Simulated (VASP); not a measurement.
# BAs (F-43m) in VASP: settings compared

The runs below take BAs through single point, with LDA, PBE, HSE06.

All numbers are computed with VASP 6.6.1; they aren't measurements. Logs are shortened: lines on timing, memory, paths and dates and some standing lists are left out, and cuts for length are marked.

## (1) The cell of the first run

It takes space group F-43m (No. 216, cubic). The conventional cell has a = 4.733 Å, b = 4.733 Å, c = 4.733 Å, α = 90.00°, β = 90.00°, γ = 90.00°. B (site symmetry -43m) has 4 As at 2.05 Å within 2.7 Å. Within 2.7 Å of As (site symmetry -43m) lie 4 B at 2.05 Å.

## (2) Single point, LDA

INCAR reads:

```
SYSTEM = BAs
PREC = Accurate
ENCUT = 1230
EDIFF = 1E-6
ISMEAR = -1
SIGMA = 0.02
LREAL = .False.
LASPH = .True.
NELM = 120
ALGO = Normal
ISIF = 2
LWAVE = .False.
LCHARG = .False.
NBANDS = 16
GGA_COMPAT = .False.
```

KPOINTS reads:

```
regular mesh
0
Gamma
  8 8 8
  0 0 0
```

POSCAR reads:

```
BAs
1.0
    0.0000000000      2.3662726948      2.3662726948
    2.3662726948      0.0000000000      2.3662726948
    2.3662726948      2.3662726948      0.0000000000
B As
1 1
Direct
    0.0000000000      0.0000000000      0.0000000000
    0.2500000000      0.2500000000      0.2500000000
```

Potentials or basis: VASP PAW LDA potentials, release 64 (B_h, As_d).

The run is started by

```console
cat potpaw_LDA.64/B_h/POTCAR potpaw_LDA.64/As_d/POTCAR > POTCAR
mpirun -np 1 vasp_std > vasp.out
```

OUTCAR:

```text
SYSTEM = BAs
   PREC = Accurate
   ENCUT = 1230
   EDIFF = 1E-6
   ISMEAR = -1
   LREAL = .False.
   LASPH = .True.
   NELM = 120
   ISIF = 2

 ion  position               nearest neighbor table
   1  0.000  0.000  0.000-   2 2.05   2 2.05   2 2.05   2 2.05
   2  0.250  0.250  0.250-   1 2.05   1 2.05   1 2.05   1 2.05

  LATTYP: Found a face centered cubic cell.
 ALAT       =     4.7325453896

  Lattice vectors:

 A1 = (   0.0000000000,   2.3662726948,   2.3662726948)
 A2 = (   2.3662726948,   0.0000000000,   2.3662726948)
 A3 = (   2.3662726948,   2.3662726948,   0.0000000000)

Analysis of symmetry for initial positions (statically):
=====================================================================
 Subroutine PRICEL returns:
 Original cell was already a primitive cell.

 Routine SETGRP: Setting up the symmetry group for a
 face centered cubic supercell.

 Subroutine GETGRP returns: Found 24 space group operations
 (whereof 24 operations were pure point group operations)
 out of a pool of 48 trial point group operations.

The static configuration has the point symmetry T_d .

Analysis of symmetry for dynamics (positions and initial velocities):
=====================================================================
 Subroutine PRICEL returns:
 Original cell was already a primitive cell.

 Routine SETGRP: Setting up the symmetry group for a
 face centered cubic supercell.

 Subroutine GETGRP returns: Found 24 space group operations
 (whereof 24 operations were pure point group operations)
 out of a pool of 48 trial point group operations.

The dynamic configuration has the point symmetry T_d .

 Subroutine INISYM returns: Found 24 space group operations
 (whereof 24 operations are pure point group operations),
 and found     1 'primitive' translations

----------------------------------------------------------------------------------------

                                     Primitive cell

  volume of cell :      26.4987

  direct lattice vectors                    reciprocal lattice vectors
     0.000000000  2.366272695  2.366272695    -0.211302781  0.211302781  0.211302781
     2.366272695  0.000000000  2.366272695     0.211302781 -0.211302781  0.211302781
     2.366272695  2.366272695  0.000000000     0.211302781  0.211302781 -0.211302781

  length of vectors
     3.346414937  3.346414937  3.346414937     0.365987152  0.365987152  0.365987152

  position of ions in fractional coordinates (direct lattice)
     0.000000000  0.000000000  0.000000000
     0.250000000  0.250000000  0.250000000

  ion indices of the primitive-cell ions
   primitive index   ion index
                 1           1
                 2           2

----------------------------------------------------------------------------------------

 KPOINTS: regular mesh

Automatic generation of k-mesh.
 Grid dimensions read from file:
 generate k-points for:    8    8    8

 Generating k-lattice:

  Cartesian coordinates                     Fractional coordinates (reciprocal lattice)
    -0.026412848  0.026412848  0.026412848     0.125000000  0.000000000  0.000000000
     0.026412848 -0.026412848  0.026412848     0.000000000  0.125000000  0.000000000
     0.026412848  0.026412848 -0.026412848     0.000000000  0.000000000  0.125000000

  Length of vectors
     0.045748394  0.045748394  0.045748394

  Shift w.r.t. Gamma in fractional coordinates (k-lattice)
     0.000000000  0.000000000  0.000000000

 Subroutine IBZKPT returns following result:
 ===========================================

 Found     29 irreducible k-points:

 Following reciprocal coordinates:
            Coordinates               Weight
  0.000000  0.000000  0.000000      1.000000
  0.125000  0.000000  0.000000      8.000000
  0.250000  0.000000  0.000000      8.000000
  0.375000  0.000000  0.000000      8.000000
  0.500000  0.000000  0.000000      4.000000
  0.125000  0.125000  0.000000      6.000000
[... 16 lines left out ...]
  0.500000  0.250000  0.125000     48.000000
 -0.375000  0.250000  0.125000     24.000000
 [... further k-points ...]
   k-points           NKPTS =     29   k-points in BZ     NKDIM =     29   number of bands    NBANDS=     16
   number of dos      NEDOS =    301   number of ions     NIONS =      2
   total plane-waves  NPLWV =  64000
   dimension x,y,z NGX =    40 NGY =   40 NGZ =   40
   dimension x,y,z NGXF=    80 NGYF=   80 NGZF=   80
   ions per type =               1   1
   NGX,Y,Z   is equivalent  to a cutoff of  19.87, 19.87, 19.87 a.u.
   NGXF,Y,Z  is equivalent  to a cutoff of  39.74, 39.74, 39.74 a.u.
 SYSTEM =  BAs
   PREC   = accura    normal or accurate (medium, high low for compatibility)
   ISTART =      0    job   : 0-new  1-cont  2-samecut
   ICHARG =      2    charge: 1-file 2-atom 10-const
   ISPIN  =      1    spin polarized calculation?
   LNONCOLLINEAR =      F non collinear calculations
   LSORBIT =      F    spin-orbit coupling
   LASPH  =      T    aspherical Exc in radial PAW
   ENCUT  = 1230.0 eV  90.40 Ry    9.51 a.u.   9.57  9.57  9.57*2*pi/ulx,y,z
   NELM   =    120;   NELMIN=  2; NELMDL= -5     # of ELM steps
   EDIFF  = 0.1E-05   stopping-criterion for ELM
   LREAL  =      F    real-space projection
   EDIFFG = 0.1E-04   stopping-criterion for IOM
   NSW    =      0    number of steps for IOM
   IBRION =     -1    ionic relax: 0-MD 1-quasi-New 2-CG
   NFREE  =      0    steps in history (QN), initial steepest desc. (CG)
   ISIF   =      2    stress and relaxation
   ISYM   =      2    0-nonsym 1-usesym 2-fastsym
   POTIM  = 0.5000    time-step for ionic-motion
   TEBEG  =    0.0;   TEEND  =   0.0 temperature during run
   PSTRESS=    0.0 pullay stress
   NELECT =      18.0000    total number of electrons
   NUPDOWN=      -1.0000    fix difference up-down
   EMIN   =  10.00;   EMAX   =-10.00  energy-range for DOS
   EFERMI =   0.00;   METHOD = LEGACY
   ISMEAR =    -1;   SIGMA  =   0.02  broadening in eV -4-tet -1-fermi 0-gaus
   EFERMI_NEDOS =   21; number of points for ismear=-14 and -15
   IALGO  =     38    algorithm
   IMIX   =      4    mixing-type and parameters
     AMIX     =   0.40;   BMIX     =  1.00
     AMIX_MAG =   1.60;   BMIX_MAG =  1.00
  volume/ion in A,a.u.               =      13.25        89.41
  Fermi-wavevector in a.u.,A,eV,Ry     =   1.439100  2.719504 28.177773  2.071008
  Thomas-Fermi vector in A             =   2.557993
   LORBIT       =      0    0 simple, 1 ext, 2 COOP (PROOUT), +10 PAW based schemes
   GGA     = CA    functional components
   LHFCALC =     F    Hartree Fock is set to
   AEXX    =    0.0000 exact exchange contribution
   IVDW    =     0    specifies the selected vdW correction
   LEPSILON=     F    determine dielectric tensor
   LRPA    =     F    only Hartree local field effects (RPA)
 non-spin polarized calculation
  energy-cutoff  :     1230.00
  volume of cell :       26.50
 maximum number of plane-waves:      2637
 NGX is ok and might be reduce to    40
   NGX = 19   NGY = 19   NGZ = 19

 number of electron      18.0000001 magnetization

 Free energy of the ion-electron system (eV)
  ---------------------------------------------------
  ext. energy  EPLUGINS =         0.00000000
  ---------------------------------------------------
  free energy    TOTEN  =       -12.94114533 eV

  energy without entropy =      -12.94114533  energy(sigma->0) =      -12.94114533

 E-fermi :   5.9998     XC(G=0): -11.6316

 val. band max:        5.4762957996   @ k =   0.0000   0.0000   0.0000
 cond. band min:       6.5945089625   @ k =   0.3750   0.3750   0.0000
 fundamental gap:      1.1182131629
 Fermi energy:         5.9998161479

 k-point     1 :       0.0000    0.0000    0.0000
  band No.  band energies     occupation
      1     -30.4391      2.00000
      2     -30.4391      2.00000
      3     -30.4391      2.00000
      4     -30.4121      2.00000
      5     -30.4121      2.00000
      6     -10.1583      2.00000
[... 8 lines left out ...]
     15      18.8578      0.00000
     16      18.8578      0.00000

 k-point     2 :       0.1250    0.0000    0.0000
  band No.  band energies     occupation
      1     -30.4386      2.00000
      2     -30.4378      2.00000
      3     -30.4378      2.00000
      4     -30.4120      2.00000
      5     -30.4120      2.00000
      6      -9.8965      2.00000
[... 8 lines left out ...]
     15      17.3125      0.00000
     16      17.3125      0.00000

 k-point     3 :       0.2500    0.0000    0.0000
  band No.  band energies     occupation
      1     -30.4373      2.00000
      2     -30.4351      2.00000
      3     -30.4351      2.00000
      4     -30.4114      2.00000
      5     -30.4114      2.00000
      6      -9.1330      2.00000
[... 8 lines left out ...]
     15      16.8940      0.00000
     16      16.8940      0.00000

 k-point     4 :       0.3750    0.0000    0.0000
  band No.  band energies     occupation
      1     -30.4360      2.00000
      2     -30.4330      2.00000
      3     -30.4330      2.00000
      4     -30.4102      2.00000
      5     -30.4102      2.00000
      6      -7.9941      2.00000
[... 8 lines left out ...]
     15      18.4008      0.00000
     16      18.4008      0.00000
[... 324 lines left out ...]
 k-point    22 :       0.3750    0.2500    0.1250
  band No.  band energies     occupation
      1     -30.4392      2.00000
      2     -30.4315      2.00000
      3     -30.4305      2.00000
      4     -30.4141      2.00000
      5     -30.4090      2.00000
      6      -8.4661      2.00000
[... 8 lines left out ...]
     15      18.9455      0.00000
     16      19.8611      0.00000

 k-point    23 :       0.5000    0.2500    0.1250
  band No.  band energies     occupation
      1     -30.4368      2.00000
      2     -30.4312      2.00000
      3     -30.4278      2.00000
      4     -30.4133      2.00000
      5     -30.4089      2.00000
      6      -7.3687      2.00000
[... 8 lines left out ...]
     15      19.0370      0.00000
     16      21.1615      0.00000

 k-point    24 :      -0.3750    0.2500    0.1250
  band No.  band energies     occupation
      1     -30.4349      2.00000
      2     -30.4320      2.00000
      3     -30.4268      2.00000
      4     -30.4123      2.00000
      5     -30.4093      2.00000
      6      -6.6207      2.00000
[... 8 lines left out ...]
     15      19.9323      0.00000
     16      20.8420      0.00000

 [... further k-points ...]

------------------------ aborting loop because EDIFF is reached ----------------------------------------

  FORCE on cell =-STRESS in cart. coord.  units (eV):
  Direction    XX          YY          ZZ          XY          YZ          ZX
  --------------------------------------------------------------------------------------
  -------------------------------------------------------------------------------------
  Total        0.0484994      0.0484994      0.0484994      0.0000000      0.0000000      0.0000000
  in kB        2.9323964      2.9323964      2.9323964      0.0000000      0.0000000      0.0000000
  external PRESSURE =       2.9323964 kB  Pullay stress =       0.0000000 kB

 VOLUME and BASIS-vectors are now :
 -----------------------------------------------------------------------------
  energy-cutoff  :     1230.00
  volume of cell :       26.50
      direct lattice vectors                 reciprocal lattice vectors
     0.000000000  2.366272695  2.366272695    -0.211302781  0.211302781  0.211302781
     2.366272695  0.000000000  2.366272695     0.211302781 -0.211302781  0.211302781
     2.366272695  2.366272695  0.000000000     0.211302781  0.211302781 -0.211302781

 POSITION                                       TOTAL-FORCE (eV/Angst)
 -----------------------------------------------------------------------------------
      0.00000      0.00000      0.00000        -0.000000     -0.000000     -0.000000
      1.18314      1.18314      1.18314         0.000000      0.000000      0.000000
 -----------------------------------------------------------------------------------
    total drift:                                0.000000      0.000000      0.000000

  FREE ENERGIE OF THE ION-ELECTRON SYSTEM (eV)
  ---------------------------------------------------
  free  energy   TOTEN  =       -12.9411453335 eV

  energy  without entropy=      -12.9411453335  energy(sigma->0) =      -12.94114533
```

Run time: 38 s. Hardware: 1 thread of Intel Xeon Platinum 8488C (Sapphire Rapids), shared host; peak memory 0.22 GiB.

What came out:

* Free energy: -12.9411 eV
* Pressure: 0.3 GPa
* Band gap on the k mesh: 1.12 eV (least direct gap 3.28 eV)

Levels at points of the mesh, in eV from the valence-band top:
```csv
k point,band 5,band 6,band 7,band 8,band 9,band 10,band 11,band 12,band 13,band 14
"(0.00, 0.00, 0.00)",-35.89,-15.63,0.00,0.00,0.00,3.28,3.28,3.28,5.04,9.51
"(0.50, 0.00, 0.00)",-35.89,-12.68,-8.95,-1.86,-1.86,2.86,4.79,4.79,8.77,12.69
"(0.50, 0.50, 0.00)",-35.88,-11.36,-8.57,-4.19,-4.19,1.32,1.39,11.53,11.53,12.91
```

A k mesh can miss the band edges. LDA gaps usually lie below the measured ones, often by a third to a half.

## (3) Single point, PBE (14.73 Å³/atom)

This run uses another cell than the first one, of 14.73 Å³/atom.

INCAR reads:

```
  PREC = Accurate
  ENCUT = 560
  EDIFF = 1E-6
  ISMEAR = 0
  SIGMA = 0.01
  LREAL = False
  LASPH = True
  NELM = 120
  ALGO = Normal
  ISIF = 2
  LWAVE = False
  LCHARG = False
  GGA = PE
  NBANDS = 16
  GGA_COMPAT = False
```

KPOINTS reads:

```
Automatic mesh
0
Gamma
  8 8 8
```

POSCAR reads:

```
BAs
1.0
    0.0000000000      2.4515620767      2.4515620767
    2.4515620767      0.0000000000      2.4515620767
    2.4515620767      2.4515620767      0.0000000000
B As
1 1
Direct
    0.0000000000      0.0000000000      0.0000000000
    0.2500000000      0.2500000000      0.2500000000
```

Potentials or basis: VASP PAW PBE potentials, release 64 (B, As_d).

The run is started by

```console
cat potpaw_PBE.64/B/POTCAR potpaw_PBE.64/As_d/POTCAR > POTCAR
mpirun -np 1 vasp_std > vasp.out
```

Run time: 9.2 s. Hardware: 1 thread of Intel Xeon Platinum 8488C (Sapphire Rapids), shared host; peak memory 0.15 GiB.

The run converged. Its results:

- Free energy: -11.4056 eV
- Pressure: -7.0 GPa
- Band gap on the k mesh: 1.27 eV (least direct gap 3.19 eV)

Levels at points of the mesh, in eV from the valence-band top:
| k point | band 6 | band 7 | band 8 | band 9 | band 10 | band 11 | band 12 | band 13 |
| --- | --- | --- | --- | --- | --- | --- | --- | --- |
| (0.00, 0.00, 0.00) | -14.71 | 0.00 | 0.00 | 0.00 | 3.19 | 3.19 | 3.19 | 3.72 |
| (0.50, 0.00, 0.00) | -12.12 | -8.23 | -1.69 | -1.69 | 2.25 | 4.70 | 4.70 | 8.72 |
| (0.50, 0.50, 0.00) | -10.93 | -8.10 | -3.76 | -3.76 | 1.52 | 1.53 | 10.66 | 10.66 |

Caveat: the cell stands under tension. A hybrid or GW would open this gap; PBE tends to underestimate it.

## (4) Single point, HSE06, non-collinear spin, zero start, spin-orbit coupling

This run uses another cell than the first one, of 13.68 Å³/atom.

POSCAR reads:

```
BAs
1.0
    0.0000000000      2.3918698983      2.3918698983
    2.3918698983      0.0000000000      2.3918698983
    2.3918698983      2.3918698983      0.0000000000
B As
1 1
Direct
    0.0000000000      0.0000000000      0.0000000000
    0.2500000000      0.2500000000      0.2500000000
```

INCAR.step1 reads:

```
PREC = Accurate
ENCUT = 520
EDIFF = 1E-5
ISMEAR = 0
SIGMA = 0.01
LREAL = False
LASPH = True
NELM = 150
ALGO = Normal
ISIF = 2
LWAVE = True
LCHARG = False
MAGMOM = 0 0 0 0 0 0
LORBIT = 11
LSORBIT = True
GGA_COMPAT = False
LORBMOM = True
GGA = PE
NBANDS = 20
```

INCAR.step2 reads:

```
PREC = Accurate
ENCUT = 520
EDIFF = 1E-6
ISMEAR = 0
SIGMA = 0.01
LREAL = False
LASPH = True
NELM = 150
ALGO = Normal
ISIF = 2
LWAVE = False
LCHARG = False
MAGMOM = 0 0 0 0 0 0
LORBIT = 11
LSORBIT = True
GGA_COMPAT = False
LORBMOM = True
GGA = PE
LHFCALC = True
HFSCREEN = 0.2079
PRECFOCK = Normal
ISTART = 1
NBANDS = 20
```

KPOINTS reads:

```
Automatic mesh
0
Gamma
  6 6 6
```

Potentials or basis: VASP PAW PBE potentials, release 64 (B, As).

The run is started by

```console
cat potpaw_PBE.64/B/POTCAR potpaw_PBE.64/As/POTCAR > POTCAR
cp INCAR.step1 INCAR
mpirun -np 1 vasp_ncl > vasp.out
cp INCAR.step2 INCAR
mpirun -np 1 vasp_ncl > vasp.out
```

Wall time 75 min (1 thread of Oxide Virtual Turin-like, shared host); peak memory 0.32 GiB.

The run converged. Its results:

* Free energy: -13.2521 eV
* Pressure: -1.2 GPa
* Net moment: 0.00 μB per cell
* Valence electrons inside the program's atomic spheres: B 1.82; As 2.98

Moments on the atoms (μB; x, y, z):
```
B   0.00 0.00 0.00
As  0.00 0.00 0.00
```

Caveat: the k points lie up to 0.38 Å⁻¹ apart; the PAW data sets were made with another functional, which shifts forces and pressure a little.

## (5) Summary

| level | potentials or basis | spin | cell | k mesh | cutoff (eV) | smearing | grid for exact exchange (PRECFOCK) | share of exact exchange | screening parameter | gap on the mesh (eV) | pressure (GPa) |
| --- | --- | --- | --- | --- | --- | --- | --- | --- | --- | --- | --- |
| LDA | VASP PAW LDA potentials, release 64 (B_h, As_d) | off | a = 3.346 Å, angles 60.0°, 2 atoms | 8 × 8 × 8 | 1230 | fermi-dirac 0.02 eV | - | - | - | 1.12 | 0.3 |
| PBE | VASP PAW PBE potentials, release 64 (B, As_d) | off | a = 3.467 Å, angles 60.0°, 2 atoms | 8 × 8 × 8 | 560 | gaussian 0.01 eV | - | - | - | 1.27 | -7.0 |
| HSE06 | VASP PAW PBE potentials, release 64 (B, As) | non-collinear, zero start, SOC | a = 3.383 Å, angles 60.0°, 2 atoms | 6 × 6 × 6 | 520 | gaussian 0.01 eV | Normal | 0.25 | 0.2079 1/Å | - | -1.2 |

Alike in all rows: task single point.

Caveats: some runs use coarse meshes; the cell stands under tension (at least some runs); the PAW data sets were made with another functional, which shifts forces and pressure a little (at least some runs).

Absolute energies hang on the potentials; compare differences alone.
